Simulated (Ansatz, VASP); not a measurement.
# Two plane-wave programs on Na2B3

```
CELL_PARAMETERS angstrom
3.52091 0.00000 0.00000
0.00000 3.52091 0.00000
0.00000 0.00000 3.32955
ATOMIC_POSITIONS crystal
Na 0.00000 0.00000 0.50000
Na 0.50000 0.50000 0.00000
B 0.00000 0.00000 0.15401
B 0.00000 0.00000 0.84599
B 0.50000 0.50000 0.50000
```

Alike in both runs: task single point; functional PBE; k mesh 6 × 6 × 6; occupations gaussian, width 0.1 eV; no spin polarisation.

```csv
,VASP,Ansatz
version,VASP 6.6.1,Ansatz 0.2.0
potentials or method,"VASP PAW PBE potentials, release 64 (Na_sv, B), cutoff 1130 eV","scalar-relativistic, plane waves, PAW"
valence electrons in the cell,27,27
```

VASP gave:

```
gap on the k mesh at the Fermi level (eV) : none
rms of the force components (eV/Å)        : 5.071
```

Task: Which values does Ansatz return?

Result: gap on the k mesh at the Fermi level (eV): none; rms of the force components (eV/Å): 4.844.

Atom by atom the forces differ by 0.227 eV/Å (rms over components). A gap of «none» marks a metal or a gap that the smearing closes. With one functional, cell and mesh, what is left measures potentials, basis and numerics.
